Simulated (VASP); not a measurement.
# Ge in VASP: further runs

Ge is run at these levels: PBE; tasks: relaxation of cell and atoms, single point.

All numbers are computed with VASP 6.6.1; they aren't measurements. Logs are shortened: lines on timing, memory, paths and dates and some standing lists are left out, and cuts for length are marked.

### Step 1. The cell of the first run

It takes space group I4/mmm (No. 139, tetragonal). The conventional cell has a = 6.698 Å, b = 6.698 Å, c = 3.956 Å, α = 90.00°, β = 90.00°, γ = 90.00°. Within 3.1 Å of Ge (site symmetry m2m) lie 4 Ge at 2.36 to 2.44 Å.

The cell was built from a structure type or drawn by symmetry, and may not be a known phase.

### Step 2. Relaxation of cell and atoms, PBE

INCAR

```
PREC = Accurate
ENCUT = 600
EDIFF = 1E-7
ISMEAR = 0
SIGMA = 0.1
LREAL = F
LASPH = T
NELM = 80
ALGO = Normal
ISIF = 3
LWAVE = F
LCHARG = F
GGA = PE
IBRION = 2
NSW = 90
EDIFFG = -0.04
```

KPOINTS

```
Automatic mesh
0
Gamma
  6 6 6
```

POSCAR

```
Ge
1.0
   -3.3492132800      3.3492132800      1.9781072500
    3.3492132800     -3.3492132800      1.9781072500
    3.3492132800      3.3492132800     -1.9781072500
Ge
4
Direct
    0.6823628100      0.6823628100      0.3647256300
    0.3176371900      0.3176371900      0.6352743700
    0.3176371900      0.6823628100      0.0000000000
    0.6823628100      0.3176371900      0.0000000000
```

Potentials or basis: VASP PAW PBE potentials, release 64 (Ge_d).

The run is started by

```sh
> cat potpaw_PBE.64/Ge_d/POTCAR > POTCAR
> mpirun -np 1 vasp_std > vasp.out
```

OUTCAR:

```text
PREC = Accurate
   ENCUT = 600
   EDIFF = 1E-7
   ISMEAR = 0
   LREAL = F
   LASPH = T
   NELM = 80
   ISIF = 3
   GGA = PE
   IBRION = 2
   NSW = 90
   EDIFFG = -0.04

 ion  position               nearest neighbor table
   1  0.682  0.682  0.365-   2 2.36   2 2.36   3 2.44   4 2.44
   2  0.318  0.318  0.635-   1 2.36   1 2.36   4 2.44   3 2.44
   3  0.318  0.682  0.000-   4 2.36   4 2.36   2 2.44   1 2.44
   4  0.682  0.318  0.000-   3 2.36   3 2.36   2 2.44   1 2.44

  LATTYP: Found a body centered tetragonal cell.
 ALAT       =     6.6984265600
 C/A-ratio  =     0.5906184780

  Lattice vectors:

 A1 = (  -3.3492132800,   3.3492132800,   1.9781072500)
 A2 = (   3.3492132800,  -3.3492132800,   1.9781072500)
 A3 = (   3.3492132800,   3.3492132800,  -1.9781072500)

Analysis of symmetry for initial positions (statically):
=====================================================================
 Subroutine PRICEL returns:
 Original cell was already a primitive cell.

 Routine SETGRP: Setting up the symmetry group for a
 body centered tetragonal supercell.

 Subroutine GETGRP returns: Found 16 space group operations
 (whereof 16 operations were pure point group operations)
 out of a pool of 16 trial point group operations.

The static configuration has the point symmetry D_4h.

Analysis of symmetry for dynamics (positions and initial velocities):
=====================================================================
 Subroutine PRICEL returns:
 Original cell was already a primitive cell.

 Routine SETGRP: Setting up the symmetry group for a
 body centered tetragonal supercell.

 Subroutine GETGRP returns: Found 16 space group operations
 (whereof 16 operations were pure point group operations)
 out of a pool of 16 trial point group operations.

The dynamic configuration has the point symmetry D_4h.

 Subroutine INISYM returns: Found 16 space group operations
 (whereof 16 operations are pure point group operations),
 and found     1 'primitive' translations

----------------------------------------------------------------------------------------

                                     Primitive cell

  volume of cell :      88.7555

  direct lattice vectors                    reciprocal lattice vectors
    -3.349213280  3.349213280  1.978107250     0.000000000  0.149288791  0.252766881
     3.349213280 -3.349213280  1.978107250     0.149288791  0.000000000  0.252766881
     3.349213280  3.349213280 -1.978107250     0.149288791  0.149288791  0.000000000

  length of vectors
     5.132968681  5.132968681  5.132968681     0.293561304  0.293561304  0.211126232

  position of ions in fractional coordinates (direct lattice)
     0.682362810  0.682362810  0.364725630
     0.317637190  0.317637190  0.635274370
     0.317637190  0.682362810  0.000000000
     0.682362810  0.317637190  0.000000000

  ion indices of the primitive-cell ions
   primitive index   ion index
                 1           1
                 2           2
                 3           3
                 4           4

----------------------------------------------------------------------------------------

 KPOINTS: Automatic mesh

Automatic generation of k-mesh.
 Grid dimensions read from file:
 generate k-points for:    6    6    6

 Generating k-lattice:

  Cartesian coordinates                     Fractional coordinates (reciprocal lattice)
     0.000000000  0.024881465  0.042127814     0.166666667  0.000000000  0.000000000
     0.024881465  0.000000000  0.042127814     0.000000000  0.166666667  0.000000000
     0.024881465  0.024881465  0.000000000     0.000000000  0.000000000  0.166666667

  Length of vectors
     0.048926884  0.048926884  0.035187705

  Shift w.r.t. Gamma in fractional coordinates (k-lattice)
     0.000000000  0.000000000  0.000000000

 Subroutine IBZKPT returns following result:
 ===========================================

 Found     30 irreducible k-points:

 Following reciprocal coordinates:
            Coordinates               Weight
  0.000000  0.000000  0.000000      1.000000
  0.166667 -0.000000  0.000000      8.000000
  0.333333 -0.000000  0.000000      8.000000
  0.500000 -0.000000  0.000000      4.000000
  0.166667  0.166667  0.000000      8.000000
  0.333333  0.166667  0.000000     16.000000
[... 16 lines left out ...]
 -0.333333 -0.333333  0.166667      8.000000
 -0.166667 -0.333333  0.166667      8.000000
 [... further k-points ...]
   k-points           NKPTS =     30   k-points in BZ     NKDIM =     30   number of bands    NBANDS=     33
   number of dos      NEDOS =    301   number of ions     NIONS =      4
   total plane-waves  NPLWV =  74088
   dimension x,y,z NGX =    42 NGY =   42 NGZ =   42
   dimension x,y,z NGXF=    84 NGYF=   84 NGZF=   84
   ions per type =               4
   NGX,Y,Z   is equivalent  to a cutoff of  13.60, 13.60, 13.60 a.u.
   NGXF,Y,Z  is equivalent  to a cutoff of  27.21, 27.21, 27.21 a.u.
 SYSTEM =  unknown system
[... 54 lines left out ...]
  ---------------------------------------------------
  ext. energy  EPLUGINS =         0.00000000
  ---------------------------------------------------
  free energy    TOTEN  =       -17.37089616 eV

  energy without entropy =      -17.36901192  energy(sigma->0) =      -17.36995404

 E-fermi :   5.2657     XC(G=0):  -9.9442

 val. band max:        5.2174870663   @ k =   0.5000   0.5000   0.3333
 cond. band min:       5.2657862846   @ k =   0.5000   0.5000   0.3333
 fundamental gap:      0.0482992183
 Fermi energy:         5.2656553684

 k-point     1 :       0.0000    0.0000    0.0000
  band No.  band energies     occupation
      1     -19.7230      2.00000
      2     -19.7230      2.00000
      3     -19.7172      2.00000
      4     -19.6966      2.00000
      5     -19.6669      2.00000
      6     -19.6669      2.00000
[... 853 lines left out ...]
     32       9.3626      0.00000
     33      10.8574      0.00000

 [... further k-points ...]
[... 5 lines left out ...]
  --------------------------------------------------------------------------------------
  -------------------------------------------------------------------------------------
  Total        4.6378434      4.6378434      6.2234654      0.0000000      0.0000000      0.0000000
  in kB       83.7203874     83.7203874    112.3433643      0.0000000      0.0000000      0.0000000
  external PRESSURE =      93.2613797 kB  Pullay stress =       0.0000000 kB

 VOLUME and BASIS-vectors are now :
 -----------------------------------------------------------------------------
  energy-cutoff  :      600.00
  volume of cell :       88.76
      direct lattice vectors                 reciprocal lattice vectors
    -3.349213280  3.349213280  1.978107250     0.000000000  0.149288791  0.252766881
     3.349213280 -3.349213280  1.978107250     0.149288791  0.000000000  0.252766881
     3.349213280  3.349213280 -1.978107250     0.149288791  0.149288791  0.000000000
[... 267 lines left out ...]
 POSITION                                       TOTAL-FORCE (eV/Angst)
 -----------------------------------------------------------------------------------
      1.25977      1.25977      2.03623        -0.014295     -0.014295      0.000000
      2.26488      2.26488      0.00000         0.014295      0.014295     -0.000000
      1.25977     -1.25977      2.03623        -0.014295      0.014295      0.000000
     -1.25977      1.25977      2.03623         0.014295     -0.014295      0.000000
 -----------------------------------------------------------------------------------
    total drift:                               -0.000000      0.000000     -0.000000

  FREE ENERGIE OF THE ION-ELECTRON SYSTEM (eV)
  ---------------------------------------------------
  free  energy   TOTEN  =       -17.7209282850 eV

  energy  without entropy=      -17.7202966436  energy(sigma->0) =      -17.72061246

--------------------------------------- Ionic step        9  -------------------------------------------

 number of electron      55.9999954 magnetization

 Free energy of the ion-electron system (eV)
  ---------------------------------------------------
  ext. energy  EPLUGINS =         0.00000000
  ---------------------------------------------------
  free energy    TOTEN  =       -17.72093622 eV

  energy without entropy =      -17.72030186  energy(sigma->0) =      -17.72061904

 E-fermi :   4.0759     XC(G=0):  -9.3145

 val. band max:        3.9236502331   @ k =   0.5000   0.5000   0.5000
 cond. band min:       4.0782600988   @ k =   0.5000   0.5000   0.5000
 fundamental gap:      0.1546098657
 Fermi energy:         4.0759169672

 k-point     1 :       0.0000    0.0000    0.0000
  band No.  band energies     occupation
      1     -20.7441      2.00000
      2     -20.7441      2.00000
      3     -20.7402      2.00000
      4     -20.7399      2.00000
      5     -20.7137      2.00000
      6     -20.7137      2.00000
[... 853 lines left out ...]
     32       7.5471      0.00000
     33       9.2024      0.00000

 [... further k-points ...]
[... 5 lines left out ...]
  --------------------------------------------------------------------------------------
  -------------------------------------------------------------------------------------
  Total       -0.0317112     -0.0317112      0.1251519      0.0000000      0.0000000      0.0000000
  in kB       -0.5020078     -0.5020078      1.9812337      0.0000000      0.0000000      0.0000000
  external PRESSURE =       0.3257393 kB  Pullay stress =       0.0000000 kB

 VOLUME and BASIS-vectors are now :
 -----------------------------------------------------------------------------
  energy-cutoff  :      600.00
  volume of cell :      101.21
      direct lattice vectors                 reciprocal lattice vectors
    -3.524322110  3.524322110  2.037047973     0.000000000  0.141871255  0.245453228
     3.524322110 -3.524322110  2.037047973     0.141871255  0.000000000  0.245453228
     3.524322110  3.524322110 -2.037047973     0.141871255  0.141871255  0.000000000

 POSITION                                       TOTAL-FORCE (eV/Angst)
 -----------------------------------------------------------------------------------
      1.26004      1.26004      2.03705        -0.020250     -0.020250     -0.000000
      2.26428      2.26428      0.00000         0.020250      0.020250      0.000000
      1.26004     -1.26004      2.03705        -0.020250      0.020250     -0.000000
     -1.26004      1.26004      2.03705         0.020250     -0.020250     -0.000000
 -----------------------------------------------------------------------------------
    total drift:                                0.000000      0.000000     -0.000000

  FREE ENERGIE OF THE ION-ELECTRON SYSTEM (eV)
  ---------------------------------------------------
  free  energy   TOTEN  =       -17.7209362192 eV

  energy  without entropy=      -17.7203018579  energy(sigma->0) =      -17.72061904

 reached required accuracy - stopping structural energy minimisation
```

It took 7.6 min on 1 thread of AMD EPYC 9R45 (Zen 5), shared host; peak memory 0.27 GiB.

What came out:

- Free energy: -17.7209 eV
- Relaxed volume: 25.30 Å³/atom
- Relaxed cell: a = 5.384 Å, b = 5.384 Å, c = 5.384 Å, α = 98.23°, β = 98.23°, γ = 135.54°
- Space group after relaxing (to 0.1 Å): I4/mmm (No. 139)
- Energy gained by relaxing: 87.5 meV/atom
- Ionic steps: 9
- Pressure after relaxing: 0.0 GPa
- Largest force after relaxing: 0.029 eV/Å
- Band gap on the k mesh: zero (filled and empty bands touch)

Forces on the atoms (eV/Å):
```
Ge  -0.020 -0.020  0.000
Ge   0.020  0.020  0.000
Ge  -0.020  0.020  0.000
Ge   0.020 -0.020  0.000
```

Step by step:
```tsv
step	energy change (eV)	largest force (eV/Å)	pressure (GPa)	volume (Å³)
1	0.0000	0.5405	9.33	88.76
2	-0.2847	0.0828	-2.39	106.39
3	-0.3332	0.0352	0.17	100.75
4	-0.3332	0.0284	0.04	101.00
5	-0.3422	0.1467	-0.18	101.46
6	-0.3439	0.2083	-0.34	101.73
7	-0.3495	0.0805	-0.07	101.35
8	-0.3500	0.0202	0.09	101.19
9	-0.3500	0.0286	0.03	101.21
```

Final structure:
```
CELL_PARAMETERS angstrom
-3.52432 3.52432 2.03705
3.52432 -3.52432 2.03705
3.52432 3.52432 -2.03705
ATOMIC_POSITIONS crystal
Ge 0.67876 0.67876 0.35753
Ge 0.32124 0.32124 0.64247
Ge 0.32124 0.67876 0.00000
Ge 0.67876 0.32124 0.00000
```

Levels at points of the mesh, in eV from the Fermi level:
```
           k point  band 24  band 25  band 26  band 27  band 28  band 29  band 30  band 31  band 32  band 33
(0.00, 0.00, 0.00)    -6.29    -3.36    -1.45    -1.45    -0.49     0.55     0.55     1.80     2.53     2.53
(0.50, 0.00, 0.00)    -6.86    -4.04    -3.31    -2.27    -1.44     0.93     1.68     3.44     3.63     3.90
(0.50, 0.50, 0.00)    -5.87    -2.64    -1.92    -1.80    -1.53     0.76     1.79     1.85     3.76     4.80
(0.50, 0.50, 0.50)    -4.57    -2.86    -0.52    -0.15     0.00     0.00     0.15     3.31     4.46     4.71
```

Caveat: semilocal functionals underestimate gaps, so a narrow gap can read as zero.

### Step 3. Single point, PBE

This run uses another cell than the first one: it holds 8 atoms, not 4.

INCAR

```
SYSTEM = Ge
ALGO = Normal
EDIFF = 1E-7
ENCUT = 520
GGA = PE
ISIF = 2
ISMEAR = 0
LASPH = .TRUE.
LCHARG = .FALSE.
LREAL = .FALSE.
LWAVE = .FALSE.
NBANDS = 66
NELM = 60
PREC = Accurate
SIGMA = 0.2
```

KPOINTS

```
k-points
0
G
  4 4 4
  0 0 0
```

POSCAR

```
Ge
1.0
    3.5266608927     -3.5266608927      2.0351755553
    3.5266608927      3.5266608927     -2.0351755553
   -3.5266608927      3.5266608927      6.1055266660
Ge
8
Direct
    0.3392388830      0.3569555320      0.3392388830
    0.8392388830      0.3569555320      0.8392388830
    0.1607611170      0.6430444680      0.1607611170
    0.6607611170      0.6430444680      0.6607611170
    0.5177166490      0.0000000000      0.1607611170
    0.0177166490      0.0000000000      0.6607611170
    0.9822833510      0.0000000000      0.3392388830
    0.4822833510      0.0000000000      0.8392388830
```

Potentials or basis: VASP PAW PBE potentials, release 64 (Ge_d).

The run is started by

```sh
> cat potpaw_PBE.64/Ge_d/POTCAR > POTCAR
> mpirun -np 1 vasp_std > vasp.out
```

Run time: 3 min. Hardware: 1 thread of AMD EPYC 9R45 (Zen 5), shared host; peak memory 0.39 GiB.

It converged, with:

* Free energy: -35.4695 eV
* Pressure: 0.1 GPa
* Largest force: 0.032 eV/Å
* Band gap on the k mesh: zero (bands 56 and 57 overlap by 0.31 eV)

Forces on the atoms (eV/Å):
```
Ge  -0.021 -0.021 -0.011
Ge  -0.021 -0.021 -0.011
Ge   0.021  0.021  0.011
Ge   0.021  0.021  0.011
Ge  -0.021  0.021  0.011
Ge  -0.021  0.021  0.011
Ge   0.021 -0.021 -0.011
Ge   0.021 -0.021 -0.011
```

Levels at points of the mesh, in eV from the Fermi level:
| k point | band 53 | band 54 | band 55 | band 56 | band 57 | band 58 | band 59 | band 60 |
| --- | --- | --- | --- | --- | --- | --- | --- | --- |
| (0.00, 0.00, 0.00) | -1.27 | -1.25 | -1.25 | -0.33 | 0.73 | 0.73 | 1.10 | 1.85 |
| (0.50, 0.00, 0.00) | -1.88 | -1.88 | -1.47 | -1.47 | 1.07 | 1.07 | 2.39 | 2.39 |
| (0.00, 0.50, 0.00) | -1.73 | -1.63 | -1.34 | -1.27 | 0.94 | 1.10 | 1.85 | 1.99 |
| (0.50, 0.50, 0.00) | -1.11 | -1.11 | -0.71 | -0.71 | 2.10 | 2.10 | 3.09 | 3.09 |
| (0.00, 0.00, 0.50) | -2.42 | -2.42 | -1.33 | -1.33 | 1.27 | 1.27 | 1.92 | 1.92 |
| (0.50, 0.50, 0.50) | -1.27 | -0.35 | 0.04 | 0.16 | 0.16 | 0.34 | 1.10 | 1.85 |

Caveat: semilocal functionals underestimate gaps, so a narrow gap can read as zero.

### Step 4. Single point, PBE

This run uses another cell than the first one: it holds 8 atoms, not 4.

INCAR

```
  PREC = Accurate
  ENCUT = 520
  EDIFF = 1E-6
  ISMEAR = 0
  SIGMA = 0.2
  LREAL = False
  LASPH = True
  NELM = 60
  ALGO = Normal
  ISIF = 2
  LWAVE = False
  LCHARG = False
  GGA = PE
  NBANDS = 66
```

KPOINTS

```
regular mesh
0
Gamma
  4 4 4
```

POSCAR

```
Ge
1.0
    3.5295648784     -3.5297391873      2.0365782428
    3.5313907405      3.5310430688     -2.0374664367
   -3.5306897153      3.5262204471      6.1052874950
Ge
8
Direct
    0.3392049312      0.3569996983      0.3392893975
    0.8396149347      0.3560097754      0.8390921382
    0.1606484882      0.6437328145      0.1611566805
    0.6614081600      0.6432739956      0.6613527570
    0.5168860430      0.0001313814      0.1607307306
    0.0174464001     -0.0006023221      0.6604911954
    0.9821357027      0.0005902510      0.3389047113
    0.4826553402     -0.0001355941      0.8389823894
```

The run is started by

```sh
> cat potpaw_PBE.64/Ge_d/POTCAR > POTCAR
> mpirun -np 1 vasp_std > vasp.out
```

Wall time 7.5 min (1 thread of Intel Xeon Platinum 8259CL at 2.50GHz (Skylake/Cascade Lake), shared host); peak memory 0.5 GiB.

The run converged. Its results:

- Free energy: -35.4700 eV
- Pressure: 0.0 GPa
- Largest force: 0.016 eV/Å
- Band gap on the k mesh: zero (bands 56 and 57 overlap by 0.31 eV)

Forces on the atoms (eV/Å):
```
Ge   0.002  0.006 -0.005
Ge   0.004  0.012 -0.006
Ge  -0.001 -0.009  0.004
Ge  -0.006 -0.010 -0.003
Ge   0.002 -0.004  0.012
Ge   0.004 -0.001  0.016
Ge  -0.003 -0.001 -0.007
Ge  -0.002  0.007 -0.011
```

Stress tensor (GPa, compression positive):
```
 0.04 -0.01  0.00
-0.01  0.07  0.01
 0.00  0.01 -0.10
```

Levels at points of the mesh, in eV from the Fermi level:
```
           k point  band 52  band 53  band 54  band 55  band 56  band 57  band 58  band 59  band 60  band 61
(0.00, 0.00, 0.00)    -2.10    -1.26    -1.23    -1.23    -0.34     0.74     0.74     1.11     1.85     1.95
(0.50, 0.00, 0.00)    -2.53    -1.86    -1.86    -1.47    -1.47     1.07     1.07     2.38     2.38     3.11
(0.00, 0.50, 0.00)    -2.09    -1.71    -1.63    -1.32    -1.27     0.94     1.11     1.84     2.01     2.01
(0.50, 0.50, 0.00)    -3.56    -1.11    -1.11    -0.71    -0.71     2.09     2.09     3.08     3.09     3.42
(0.00, 0.00, 0.50)    -2.96    -2.40    -2.40    -1.33    -1.32     1.27     1.27     1.92     1.93     2.14
(0.50, 0.00, 0.50)    -2.10    -1.72    -1.62    -1.31    -1.26     0.94     1.11     1.84     2.01     2.01
(0.00, 0.50, 0.50)    -2.53    -1.87    -1.86    -1.47    -1.47     1.07     1.07     2.37     2.37     3.11
(0.50, 0.50, 0.50)    -2.09    -1.27    -0.36     0.07     0.15     0.15     0.36     1.12     1.83     3.49
```

Caveat: semilocal functionals underestimate gaps, so a narrow gap can read as zero.

### Step 5. The runs side by side

```csv
task,cell,k mesh,cutoff (eV),smearing,gap on the mesh (eV),pressure (GPa),largest force (eV/Å)
relaxation of cell and atoms,"relaxed from a = 5.133 Å, angles 98.5, 98.5, 134.7°, 4 atoms, atomic positions A",6 × 6 × 6,600,gaussian 0.1 eV,none,0.0,0.03
single point,"a = 5.387, b = 5.387, c = 7.884 Å, angles 107.0, 107.0, 98.2°, 8 atoms, atomic positions B",4 × 4 × 4,520,gaussian 0.2 eV,none,0.1,0.03
single point,"a = 5.391, b = 5.394, c = 7.885 Å, angles 107.0, 107.1, 98.2°, 8 atoms, atomic positions B",4 × 4 × 4,520,gaussian 0.2 eV,none,0.0,0.02
```

Alike in all rows: level PBE; potentials or basis VASP PAW PBE potentials, release 64 (Ge_d); no spin polarisation.

Caveats: semilocal functionals underestimate gaps, so a narrow gap can read as zero.

Total energies depend on the potentials used, so only differences within one code and one set of settings carry meaning.
